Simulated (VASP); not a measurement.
# Rb3TaTe3 (Pm-3m) in VASP: single point with PBE

Aim: the single point of Rb3TaTe3 with PBE.

All numbers are computed with VASP 6.6.1; they aren't measurements. Logs are shortened: lines on timing, memory, paths and dates and some standing lists are left out, and cuts for length are marked.

## Step 1: The cell of the first run

The structure is cubic, space group Pm-3m (No. 221). The conventional cell has a = 7.232 Å, b = 7.232 Å, c = 7.232 Å, α = 90.00°, β = 90.00°, γ = 90.00°. Rb (site symmetry 4/mmm) has 2 Ta at 3.62 Å and 4 Te at 3.62 Å within 4.8 Å. Ta (site symmetry m-3m) has 6 Rb at 3.62 Å within 4.8 Å. Within 4.8 Å of Te (site symmetry 4/mmm) lie 4 Rb at 3.62 Å.

The cell was built from a structure type or drawn by symmetry, and may not be a known phase.

## Step 2: Single point, PBE

INCAR

```
SYSTEM = Rb3TaTe3
ALGO = Fast ; EDIFF = 1E-7
ENCUT = 520 ; GGA = PE
ISIF = 2 ; ISMEAR = 0
LASPH = .TRUE. ; LCHARG = .TRUE.
LELF = .TRUE. ; LREAL = .FALSE.
LVHAR = .TRUE. ; LWAVE = .FALSE.
NBANDS = 37 ; NELM = 100
PREC = Accurate ; SIGMA = 0.1
```

KPOINTS

```
k-points
0
G
  6 6 6
  0 0 0
```

POSCAR

```
Rb3TaTe3
1.0
    7.2318885588      0.0000000000      0.0000000000
    0.0000000000      7.2318885588      0.0000000000
    0.0000000000      0.0000000000      7.2318885588
Rb Ta Te
3 1 3
Direct
    0.0000000000      0.5000000000      0.5000000000
    0.5000000000      0.0000000000      0.5000000000
    0.5000000000      0.5000000000      0.0000000000
    0.5000000000      0.5000000000      0.5000000000
    0.0000000000      0.0000000000      0.5000000000
    0.5000000000      0.0000000000      0.0000000000
    0.0000000000      0.5000000000      0.0000000000
```

Potentials or basis: VASP PAW PBE potentials, release 64 (Rb_sv, Ta_pv, Te).

The run is started by

```bash
$ cat potpaw_PBE.64/Rb_sv/POTCAR potpaw_PBE.64/Ta_pv/POTCAR potpaw_PBE.64/Te/POTCAR > POTCAR
$ mpirun -np 1 vasp_std > vasp.out
```

OUTCAR:

```text
SYSTEM = Rb3TaTe3
   EDIFF = 1E-7
   ENCUT = 520
   GGA = PE
   ISIF = 2
   ISMEAR = 0
   LASPH = .TRUE.
   LREAL = .FALSE.
   NELM = 100
   PREC = Accurate

 ion  position               nearest neighbor table
   1  0.000  0.500  0.500-   4 3.62   5 3.62   7 3.62   7 3.62   5 3.62   4 3.62   3 5.11   2 5.11
                             2 5.11   2 5.11   3 5.11   3 5.11   3 5.11   2 5.11
   2  0.500  0.000  0.500-   4 3.62   5 3.62   6 3.62   6 3.62   4 3.62   5 3.62   3 5.11   1 5.11
                             3 5.11   1 5.11   3 5.11   1 5.11   3 5.11   1 5.11
   3  0.500  0.500  0.000-   4 3.62   6 3.62   7 3.62   4 3.62   6 3.62   7 3.62   2 5.11   2 5.11
                             2 5.11   1 5.11   2 5.11   1 5.11   1 5.11   1 5.11
   4  0.500  0.500  0.500-   1 3.62   2 3.62   3 3.62   3 3.62   2 3.62   1 3.62
   5  0.000  0.000  0.500-   1 3.62   2 3.62   1 3.62   2 3.62
   6  0.500  0.000  0.000-   2 3.62   3 3.62   2 3.62   3 3.62
   7  0.000  0.500  0.000-   1 3.62   3 3.62   1 3.62   3 3.62

  LATTYP: Found a simple cubic cell.
 ALAT       =     7.2318885588

  Lattice vectors:

 A1 = (   7.2318885588,   0.0000000000,   0.0000000000)
 A2 = (   0.0000000000,   7.2318885588,   0.0000000000)
 A3 = (   0.0000000000,   0.0000000000,   7.2318885588)

Analysis of symmetry for initial positions (statically):
=====================================================================
 Subroutine PRICEL returns:
 Original cell was already a primitive cell.

 Routine SETGRP: Setting up the symmetry group for a
 simple cubic supercell.

 Subroutine GETGRP returns: Found 48 space group operations
 (whereof 48 operations were pure point group operations)
 out of a pool of 48 trial point group operations.

The static configuration has the point symmetry O_h .

Analysis of symmetry for dynamics (positions and initial velocities):
=====================================================================
 Subroutine PRICEL returns:
 Original cell was already a primitive cell.

 Routine SETGRP: Setting up the symmetry group for a
 simple cubic supercell.

 Subroutine GETGRP returns: Found 48 space group operations
 (whereof 48 operations were pure point group operations)
 out of a pool of 48 trial point group operations.

The dynamic configuration has the point symmetry O_h .

 Subroutine INISYM returns: Found 48 space group operations
 (whereof 48 operations are pure point group operations),
 and found     1 'primitive' translations

----------------------------------------------------------------------------------------

                                     Primitive cell

  volume of cell :     378.2293

  direct lattice vectors                    reciprocal lattice vectors
     7.231888559  0.000000000  0.000000000     0.138276467  0.000000000  0.000000000
     0.000000000  7.231888559  0.000000000     0.000000000  0.138276467  0.000000000
     0.000000000  0.000000000  7.231888559     0.000000000  0.000000000  0.138276467

  length of vectors
     7.231888559  7.231888559  7.231888559     0.138276467  0.138276467  0.138276467

  position of ions in fractional coordinates (direct lattice)
     0.000000000  0.500000000  0.500000000
     0.500000000  0.000000000  0.500000000
     0.500000000  0.500000000  0.000000000
     0.500000000  0.500000000  0.500000000
     0.000000000  0.000000000  0.500000000
     0.500000000  0.000000000  0.000000000
     0.000000000  0.500000000  0.000000000

  ion indices of the primitive-cell ions
   primitive index   ion index
                 1           1
                 2           2
                 3           3
                 4           4
                 5           5
                 6           6
                 7           7

----------------------------------------------------------------------------------------

 KPOINTS: k-points

Automatic generation of k-mesh.
 Grid dimensions read from file:
 generate k-points for:    6    6    6

 Generating k-lattice:

  Cartesian coordinates                     Fractional coordinates (reciprocal lattice)
     0.023046078  0.000000000  0.000000000     0.166666667  0.000000000  0.000000000
     0.000000000  0.023046078  0.000000000     0.000000000  0.166666667  0.000000000
     0.000000000  0.000000000  0.023046078     0.000000000  0.000000000  0.166666667

  Length of vectors
     0.023046078  0.023046078  0.023046078

  Shift w.r.t. Gamma in fractional coordinates (k-lattice)
     0.000000000  0.000000000  0.000000000

 Subroutine IBZKPT returns following result:
 ===========================================

 Found     20 irreducible k-points:

 Following reciprocal coordinates:
            Coordinates               Weight
  0.000000  0.000000  0.000000      1.000000
  0.166667  0.000000  0.000000      6.000000
  0.333333  0.000000  0.000000      6.000000
  0.500000  0.000000  0.000000      3.000000
  0.166667  0.166667  0.000000     12.000000
  0.333333  0.166667  0.000000     24.000000
[... 12 lines left out ...]
  0.500000  0.500000  0.333333      6.000000
  0.500000  0.500000  0.500000      1.000000
   k-points           NKPTS =     20   k-points in BZ     NKDIM =     20   number of bands    NBANDS=     37
   number of dos      NEDOS =    301   number of ions     NIONS =      7
   total plane-waves  NPLWV = 157464
   dimension x,y,z NGX =    54 NGY =   54 NGZ =   54
   dimension x,y,z NGXF=   108 NGYF=  108 NGZF=  108
   ions per type =               3   1   3
   NGX,Y,Z   is equivalent  to a cutoff of  12.41, 12.41, 12.41 a.u.
   NGXF,Y,Z  is equivalent  to a cutoff of  24.83, 24.83, 24.83 a.u.
 SYSTEM =  Rb3TaTe3
   PREC   = accura    normal or accurate (medium, high low for compatibility)
   ISTART =      0    job   : 0-new  1-cont  2-samecut
   ICHARG =      2    charge: 1-file 2-atom 10-const
   ISPIN  =      1    spin polarized calculation?
   LNONCOLLINEAR =      F non collinear calculations
   LSORBIT =      F    spin-orbit coupling
   LASPH  =      T    aspherical Exc in radial PAW
   ENCUT  =  520.0 eV  38.22 Ry    6.18 a.u.  13.45 13.45 13.45*2*pi/ulx,y,z
   NELM   =    100;   NELMIN=  2; NELMDL= -5     # of ELM steps
   EDIFF  = 0.1E-06   stopping-criterion for ELM
   LREAL  =      F    real-space projection
   EDIFFG = 0.1E-05   stopping-criterion for IOM
   NSW    =      0    number of steps for IOM
   IBRION =     -1    ionic relax: 0-MD 1-quasi-New 2-CG
   NFREE  =      0    steps in history (QN), initial steepest desc. (CG)
   ISIF   =      2    stress and relaxation
   ISYM   =      2    0-nonsym 1-usesym 2-fastsym
   POTIM  = 0.5000    time-step for ionic-motion
   TEBEG  =    0.0;   TEEND  =   0.0 temperature during run
   PSTRESS=    0.0 pullay stress
   NELECT =      56.0000    total number of electrons
   NUPDOWN=      -1.0000    fix difference up-down
   EMIN   =  10.00;   EMAX   =-10.00  energy-range for DOS
   EFERMI =   0.00;   METHOD = LEGACY
   ISMEAR =     0;   SIGMA  =   0.10  broadening in eV -4-tet -1-fermi 0-gaus
   EFERMI_NEDOS =   21; number of points for ismear=-14 and -15
   IALGO  =     68    algorithm
   IMIX   =      4    mixing-type and parameters
     AMIX     =   0.40;   BMIX     =  1.00
     AMIX_MAG =   1.60;   BMIX_MAG =  1.00
  volume/ion in A,a.u.               =      54.03       364.63
  Fermi-wavevector in a.u.,A,eV,Ry     =   0.866069  1.636633 10.205395  0.750075
  Thomas-Fermi vector in A             =   1.984404
   LORBIT       =      0    0 simple, 1 ext, 2 COOP (PROOUT), +10 PAW based schemes
   GGA     = PE    functional components
   LHFCALC =     F    Hartree Fock is set to
   AEXX    =    0.0000 exact exchange contribution
   IVDW    =     0    specifies the selected vdW correction
   LEPSILON=     F    determine dielectric tensor
   LRPA    =     F    only Hartree local field effects (RPA)
 non-spin polarized calculation
 RMM-DIIS sequential band-by-band and
 Gauss-broadening in eV      SIGMA  =   0.10
  energy-cutoff  :      520.00
  volume of cell :      378.23
 maximum number of plane-waves:     10237
 NGX is ok and might be reduce to    54
   NGX = 27   NGY = 27   NGZ = 27

 number of electron      56.0000001 magnetization

 Free energy of the ion-electron system (eV)
  ---------------------------------------------------
  ext. energy  EPLUGINS =         0.00000000
  ---------------------------------------------------
  free energy    TOTEN  =       -16.33993876 eV

  energy without entropy =      -16.17583073  energy(sigma->0) =      -16.25788475

 E-fermi :  -0.1073     XC(G=0):  -6.9186

 val. band max:       -0.1075983850   @ k =   0.3333   0.3333   0.1667
 cond. band min:      -0.1013770882   @ k =   0.5000   0.1667   0.0000
 fundamental gap:      0.0062212969
 Fermi energy:        -0.1072612188

 k-point     1 :       0.0000    0.0000    0.0000
  band No.  band energies     occupation
      1     -35.8033      2.00000
      2     -35.8033      2.00000
      3     -35.8033      2.00000
      4     -26.3446      2.00000
      5     -26.3403      2.00000
      6     -26.3403      2.00000
[... 29 lines left out ...]
     36       3.4059      0.00000
     37       4.1532      0.00000

 k-point     2 :       0.1667    0.0000    0.0000
  band No.  band energies     occupation
      1     -35.8033      2.00000
      2     -35.8033      2.00000
      3     -35.8033      2.00000
      4     -26.3443      2.00000
      5     -26.3405      2.00000
      6     -26.3403      2.00000
[... 29 lines left out ...]
     36       3.2004      0.00000
     37       4.4528      0.00000

 k-point     3 :       0.3333    0.0000    0.0000
  band No.  band energies     occupation
      1     -35.8033      2.00000
      2     -35.8033      2.00000
      3     -35.8033      2.00000
      4     -26.3437      2.00000
      5     -26.3410      2.00000
      6     -26.3403      2.00000
[... 29 lines left out ...]
     36       2.9122      0.00000
     37       4.5483      0.00000

 k-point     4 :       0.5000    0.0000    0.0000
  band No.  band energies     occupation
      1     -35.8033      2.00000
      2     -35.8033      2.00000
      3     -35.8033      2.00000
      4     -26.3432      2.00000
      5     -26.3414      2.00000
      6     -26.3403      2.00000
[... 29 lines left out ...]
     36       2.7926      0.00000
     37       4.8161      0.00000
[... 523 lines left out ...]
      1     -35.8033      2.00000
      2     -35.8033      2.00000
      3     -35.8033      2.00000
      4     -26.3418      2.00000
      5     -26.3413      2.00000
      6     -26.3411      2.00000
[... 29 lines left out ...]
     36       2.4101      0.00000
     37       5.1162      0.00000

 k-point    19 :       0.5000    0.5000    0.3333
  band No.  band energies     occupation
      1     -35.8033      2.00000
      2     -35.8033      2.00000
      3     -35.8033      2.00000
      4     -26.3414      2.00000
      5     -26.3413      2.00000
      6     -26.3413      2.00000
[... 29 lines left out ...]
     36       2.2979      0.00000
     37       5.2222      0.00000

 k-point    20 :       0.5000    0.5000    0.5000
  band No.  band energies     occupation
      1     -35.8033      2.00000
      2     -35.8033      2.00000
      3     -35.8033      2.00000
      4     -26.3413      2.00000
      5     -26.3413      2.00000
      6     -26.3413      2.00000
[... 29 lines left out ...]
     36       2.2403      0.00000
     37       5.1332      0.00000

------------------------ aborting loop because EDIFF is reached ----------------------------------------

  FORCE on cell =-STRESS in cart. coord.  units (eV):
  Direction    XX          YY          ZZ          XY          YZ          ZX
  --------------------------------------------------------------------------------------
  -------------------------------------------------------------------------------------
  Total        0.0306619      0.0306619      0.0306619      0.0000000      0.0000000      0.0000000
  in kB        0.1298838      0.1298838      0.1298838      0.0000000      0.0000000      0.0000000
  external PRESSURE =       0.1298838 kB  Pullay stress =       0.0000000 kB

 VOLUME and BASIS-vectors are now :
 -----------------------------------------------------------------------------
  energy-cutoff  :      520.00
  volume of cell :      378.23
      direct lattice vectors                 reciprocal lattice vectors
     7.231888559  0.000000000  0.000000000     0.138276467  0.000000000  0.000000000
     0.000000000  7.231888559  0.000000000     0.000000000  0.138276467  0.000000000
     0.000000000  0.000000000  7.231888559     0.000000000  0.000000000  0.138276467

 POSITION                                       TOTAL-FORCE (eV/Angst)
 -----------------------------------------------------------------------------------
      0.00000      3.61594      3.61594         0.000000      0.000000      0.000000
      3.61594      0.00000      3.61594         0.000000      0.000000      0.000000
      3.61594      3.61594      0.00000         0.000000      0.000000      0.000000
      3.61594      3.61594      3.61594         0.000000      0.000000      0.000000
      0.00000      0.00000      3.61594         0.000000      0.000000      0.000000
      3.61594      0.00000      0.00000         0.000000      0.000000      0.000000
      0.00000      3.61594      0.00000         0.000000      0.000000      0.000000
 -----------------------------------------------------------------------------------
    total drift:                                0.000000      0.000000      0.000000

  FREE ENERGIE OF THE ION-ELECTRON SYSTEM (eV)
  ---------------------------------------------------
  free  energy   TOTEN  =       -16.3399387604 eV

  energy  without entropy=      -16.1758307304  energy(sigma->0) =      -16.25788475
```

It took 15 min on 1 thread of Intel Xeon Platinum 8259CL at 2.50GHz (Skylake/Cascade Lake), shared host; peak memory 0.56 GiB.

Results:

- Free energy: -16.3399 eV
- Pressure: 0.0 GPa
- Band gap on the k mesh: zero (bands 28 and 29 overlap by 0.20 eV)

Caveat: spin-orbit coupling is left out, which moves the levels of the heavy elements.
